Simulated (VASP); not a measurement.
# YAu (Pm-3m) in VASP: further runs

Runs on YAu. Level: LDA. Tasks: single point.

All numbers are computed with VASP 6.6.1; they aren't measurements. Logs are shortened: lines on timing, memory, paths and dates and some standing lists are left out, and cuts for length are marked.

### Step 1. The cell of the first run

The structure is cubic, space group Pm-3m (No. 221). The conventional cell has a = 3.436 Å, b = 3.436 Å, c = 3.436 Å, α = 90.00°, β = 90.00°, γ = 90.00°. Y (site symmetry m-3m) has 8 Au at 2.98 Å and 6 Y at 3.44 Å within 3.9 Å. Within 3.9 Å of Au (site symmetry m-3m) lie 8 Y at 2.98 Å and 6 Au at 3.44 Å.

### Step 2. Single point, LDA

The input, INCAR:

```
SYSTEM = YAu
PREC = Accurate ; ENCUT = 500
EDIFF = 1E-6 ; ISMEAR = 1
SIGMA = 0.1 ; LREAL = .False.
LASPH = .True. ; NELM = 120
ALGO = Normal ; ISIF = 2
LWAVE = .False. ; LCHARG = .True.
GGA = CA ; LELF = .True.
LVHAR = .True. ; NBANDS = 18
GGA_COMPAT = .False.
```

The input, KPOINTS:

```
Automatic mesh
0
Gamma
  7 7 7
  0 0 0
```

The input, POSCAR:

```
YAu
1.0
    3.4361767198      0.0000000000      0.0000000000
    0.0000000000      3.4361767198      0.0000000000
    0.0000000000      0.0000000000      3.4361767198
Y Au
1 1
Direct
    0.5000000000      0.5000000000      0.5000000000
    0.0000000000      0.0000000000      0.0000000000
```

Potentials or basis: VASP PAW LDA potentials, release 64 (Y_sv, Au).

On the command line:

```sh
$ cat potpaw_LDA.64/Y_sv/POTCAR potpaw_LDA.64/Au/POTCAR > POTCAR
$ mpirun -np 1 vasp_std > vasp.out
```

OUTCAR:

```text
SYSTEM = YAu
   PREC = Accurate
   ENCUT = 500
   EDIFF = 1E-6
   ISMEAR = 1
   LREAL = .False.
   LASPH = .True.
   NELM = 120
   ISIF = 2
   GGA = CA

 ion  position               nearest neighbor table
   1  0.500  0.500  0.500-   2 2.98   2 2.98   2 2.98   2 2.98   2 2.98   2 2.98   2 2.98   2 2.98

   2  0.000  0.000  0.000-   1 2.98   1 2.98   1 2.98   1 2.98   1 2.98   1 2.98   1 2.98   1 2.98

  LATTYP: Found a simple cubic cell.
 ALAT       =     3.4361767198

  Lattice vectors:

 A1 = (   3.4361767198,   0.0000000000,   0.0000000000)
 A2 = (   0.0000000000,   3.4361767198,   0.0000000000)
 A3 = (   0.0000000000,   0.0000000000,   3.4361767198)

Analysis of symmetry for initial positions (statically):
=====================================================================
 Subroutine PRICEL returns:
 Original cell was already a primitive cell.

 Routine SETGRP: Setting up the symmetry group for a
 simple cubic supercell.

 Subroutine GETGRP returns: Found 48 space group operations
 (whereof 48 operations were pure point group operations)
 out of a pool of 48 trial point group operations.

The static configuration has the point symmetry O_h .

Analysis of symmetry for dynamics (positions and initial velocities):
=====================================================================
 Subroutine PRICEL returns:
 Original cell was already a primitive cell.

 Routine SETGRP: Setting up the symmetry group for a
 simple cubic supercell.

 Subroutine GETGRP returns: Found 48 space group operations
 (whereof 48 operations were pure point group operations)
 out of a pool of 48 trial point group operations.

The dynamic configuration has the point symmetry O_h .

 Subroutine INISYM returns: Found 48 space group operations
 (whereof 48 operations are pure point group operations),
 and found     1 'primitive' translations

----------------------------------------------------------------------------------------

                                     Primitive cell

  volume of cell :      40.5720

  direct lattice vectors                    reciprocal lattice vectors
     3.436176720  0.000000000  0.000000000     0.291021121  0.000000000  0.000000000
     0.000000000  3.436176720  0.000000000     0.000000000  0.291021121  0.000000000
     0.000000000  0.000000000  3.436176720     0.000000000  0.000000000  0.291021121

  length of vectors
     3.436176720  3.436176720  3.436176720     0.291021121  0.291021121  0.291021121

  position of ions in fractional coordinates (direct lattice)
     0.500000000  0.500000000  0.500000000
     0.000000000  0.000000000  0.000000000

  ion indices of the primitive-cell ions
   primitive index   ion index
                 1           1
                 2           2

----------------------------------------------------------------------------------------

 KPOINTS: Automatic mesh

Automatic generation of k-mesh.
 Grid dimensions read from file:
 generate k-points for:    7    7    7

 Generating k-lattice:

  Cartesian coordinates                     Fractional coordinates (reciprocal lattice)
     0.041574446  0.000000000  0.000000000     0.142857143  0.000000000  0.000000000
     0.000000000  0.041574446  0.000000000     0.000000000  0.142857143  0.000000000
     0.000000000  0.000000000  0.041574446     0.000000000  0.000000000  0.142857143

  Length of vectors
     0.041574446  0.041574446  0.041574446

  Shift w.r.t. Gamma in fractional coordinates (k-lattice)
     0.000000000  0.000000000  0.000000000

 Subroutine IBZKPT returns following result:
 ===========================================

 Found     20 irreducible k-points:

 Following reciprocal coordinates:
            Coordinates               Weight
  0.000000  0.000000  0.000000      1.000000
  0.142857  0.000000  0.000000      6.000000
  0.285714  0.000000  0.000000      6.000000
  0.428571  0.000000  0.000000      6.000000
  0.142857  0.142857  0.000000     12.000000
  0.285714  0.142857  0.000000     24.000000
[... 12 lines left out ...]
  0.428571  0.428571  0.285714     24.000000
  0.428571  0.428571  0.428571      8.000000
   k-points           NKPTS =     20   k-points in BZ     NKDIM =     20   number of bands    NBANDS=     18
   number of dos      NEDOS =    301   number of ions     NIONS =      2
   total plane-waves  NPLWV =  21952
   dimension x,y,z NGX =    28 NGY =   28 NGZ =   28
   dimension x,y,z NGXF=    56 NGYF=   56 NGZF=   56
   ions per type =               1   1
   NGX,Y,Z   is equivalent  to a cutoff of  13.55, 13.55, 13.55 a.u.
   NGXF,Y,Z  is equivalent  to a cutoff of  27.09, 27.09, 27.09 a.u.
 SYSTEM =  YAu
   PREC   = accura    normal or accurate (medium, high low for compatibility)
   ISTART =      0    job   : 0-new  1-cont  2-samecut
   ICHARG =      2    charge: 1-file 2-atom 10-const
   ISPIN  =      1    spin polarized calculation?
   LNONCOLLINEAR =      F non collinear calculations
   LSORBIT =      F    spin-orbit coupling
   LASPH  =      T    aspherical Exc in radial PAW
   ENCUT  =  500.0 eV  36.75 Ry    6.06 a.u.   6.26  6.26  6.26*2*pi/ulx,y,z
   NELM   =    120;   NELMIN=  2; NELMDL= -5     # of ELM steps
   EDIFF  = 0.1E-05   stopping-criterion for ELM
   LREAL  =      F    real-space projection
   EDIFFG = 0.1E-04   stopping-criterion for IOM
   NSW    =      0    number of steps for IOM
   IBRION =     -1    ionic relax: 0-MD 1-quasi-New 2-CG
   NFREE  =      0    steps in history (QN), initial steepest desc. (CG)
   ISIF   =      2    stress and relaxation
   ISYM   =      2    0-nonsym 1-usesym 2-fastsym
   POTIM  = 0.5000    time-step for ionic-motion
   TEBEG  =    0.0;   TEEND  =   0.0 temperature during run
   PSTRESS=    0.0 pullay stress
   NELECT =      22.0000    total number of electrons
   NUPDOWN=      -1.0000    fix difference up-down
   EMIN   =  10.00;   EMAX   =-10.00  energy-range for DOS
   EFERMI =   0.00;   METHOD = LEGACY
   ISMEAR =     1;   SIGMA  =   0.10  broadening in eV -4-tet -1-fermi 0-gaus
   EFERMI_NEDOS =   21; number of points for ismear=-14 and -15
   IALGO  =     38    algorithm
   IMIX   =      4    mixing-type and parameters
     AMIX     =   0.40;   BMIX     =  1.00
     AMIX_MAG =   1.60;   BMIX_MAG =  1.00
  volume/ion in A,a.u.               =      20.29       136.90
  Fermi-wavevector in a.u.,A,eV,Ry     =   1.334976  2.522739 24.247784  1.782162
  Thomas-Fermi vector in A             =   2.463716
   LORBIT       =      0    0 simple, 1 ext, 2 COOP (PROOUT), +10 PAW based schemes
   GGA     = CA    functional components
   LHFCALC =     F    Hartree Fock is set to
   AEXX    =    0.0000 exact exchange contribution
   IVDW    =     0    specifies the selected vdW correction
   LEPSILON=     F    determine dielectric tensor
   LRPA    =     F    only Hartree local field effects (RPA)
 non-spin polarized calculation
 Methfessel and Paxton  Order N= 1 SIGMA  =   0.10
  energy-cutoff  :      500.00
  volume of cell :       40.57
 maximum number of plane-waves:      1040
 NGX is ok and might be reduce to    28
   NGX = 13   NGY = 13   NGZ = 13

 number of electron      21.9999996 magnetization

 Free energy of the ion-electron system (eV)
  ---------------------------------------------------
  ext. energy  EPLUGINS =         0.00000000
  ---------------------------------------------------
  free energy    TOTEN  =       -13.04638978 eV

  energy without entropy =      -13.04816771  energy(sigma->0) =      -13.04698242

 E-fermi :   7.2498     XC(G=0): -11.8576

 val. band max:        7.2311526376   @ k =   0.4286   0.4286   0.0000
 cond. band min:       7.3260382989   @ k =   0.2857   0.2857   0.1429
 fundamental gap:      0.0948856613
 Fermi energy:         7.2498067746

 k-point     1 :       0.0000    0.0000    0.0000
  band No.  band energies     occupation
      1     -35.2710      2.00000
      2     -15.2306      2.00000
      3     -15.2306      2.00000
      4     -15.2306      2.00000
      5      -0.9024      2.00000
      6       0.8972      2.00000
[... 10 lines left out ...]
     17      13.4203      0.00000
     18      13.4203      0.00000

 k-point     2 :       0.1429    0.0000    0.0000
  band No.  band energies     occupation
      1     -35.2628      2.00000
      2     -15.3391      2.00000
      3     -15.2248      2.00000
      4     -15.2248      2.00000
      5      -0.5205      2.00000
      6       0.9881      2.00000
[... 10 lines left out ...]
     17      15.1768      0.00000
     18      15.1768      0.00000

 k-point     3 :       0.2857    0.0000    0.0000
  band No.  band energies     occupation
      1     -35.2445      2.00000
      2     -15.5737      2.00000
      3     -15.2117      2.00000
      4     -15.2117      2.00000
      5       0.4665      2.00000
      6       1.2100      2.00000
[... 10 lines left out ...]
     17      17.6134      0.00000
     18      17.6134      0.00000

 k-point     4 :       0.4286    0.0000    0.0000
  band No.  band energies     occupation
      1     -35.2297      2.00000
      2     -15.7537      2.00000
      3     -15.2013      2.00000
      4     -15.2013      2.00000
      5       1.2978      2.00000
      6       1.4106      2.00000
[... 291 lines left out ...]
      4     -15.4605      2.00000
      5       1.4588      2.00000
      6       1.7484      2.00000
[... 10 lines left out ...]
     17      14.6684      0.00000
     18      17.5354      0.00000

 k-point    19 :       0.4286    0.4286    0.2857
  band No.  band energies     occupation
      1     -35.1698      2.00000
      2     -15.6231      2.00000
      3     -15.6210      2.00000
      4     -15.4482      2.00000
      5       1.4867      2.00000
      6       1.7847      2.00000
[... 10 lines left out ...]
     17      14.6674      0.00000
     18      16.6525      0.00000

 k-point    20 :       0.4286    0.4286    0.4286
  band No.  band energies     occupation
      1     -35.1565      2.00000
      2     -15.6093      2.00000
      3     -15.6093      2.00000
      4     -15.6074      2.00000
      5       1.6952      2.00000
      6       1.8343      2.00000
[... 10 lines left out ...]
     17      15.8574      0.00000
     18      15.8574      0.00000

------------------------ aborting loop because EDIFF is reached ----------------------------------------

  FORCE on cell =-STRESS in cart. coord.  units (eV):
  Direction    XX          YY          ZZ          XY          YZ          ZX
  --------------------------------------------------------------------------------------
  -------------------------------------------------------------------------------------
  Total        2.1405891      2.1405891      2.1405891     -0.0000000     -0.0000000      0.0000000
  in kB       84.5312733     84.5312733     84.5312733     -0.0000000     -0.0000000      0.0000000
  external PRESSURE =      84.5312733 kB  Pullay stress =       0.0000000 kB

 VOLUME and BASIS-vectors are now :
 -----------------------------------------------------------------------------
  energy-cutoff  :      500.00
  volume of cell :       40.57
      direct lattice vectors                 reciprocal lattice vectors
     3.436176720  0.000000000  0.000000000     0.291021121  0.000000000  0.000000000
     0.000000000  3.436176720  0.000000000     0.000000000  0.291021121  0.000000000
     0.000000000  0.000000000  3.436176720     0.000000000  0.000000000  0.291021121

 POSITION                                       TOTAL-FORCE (eV/Angst)
 -----------------------------------------------------------------------------------
      1.71809      1.71809      1.71809         0.000000      0.000000      0.000000
      0.00000      0.00000      0.00000         0.000000      0.000000      0.000000
 -----------------------------------------------------------------------------------
    total drift:                               -0.000000      0.000000      0.000000

  FREE ENERGIE OF THE ION-ELECTRON SYSTEM (eV)
  ---------------------------------------------------
  free  energy   TOTEN  =       -13.0463897828 eV

  energy  without entropy=      -13.0481677093  energy(sigma->0) =      -13.04698242
```

It took 28 s on 1 thread of Intel Xeon 8259CL, shared host; peak memory 0.16 GiB.

Results:

```
Free energy            : -13.0464 eV
Pressure               : 8.5 GPa
Band gap on the k mesh : zero (band 11 reaches 8.18 eV, above the bottom of band 12 at 5.52 eV)
```

Caveat: spin-orbit coupling is left out, which moves the levels of the heavy elements.

(Part 1 of 2 ends here.)
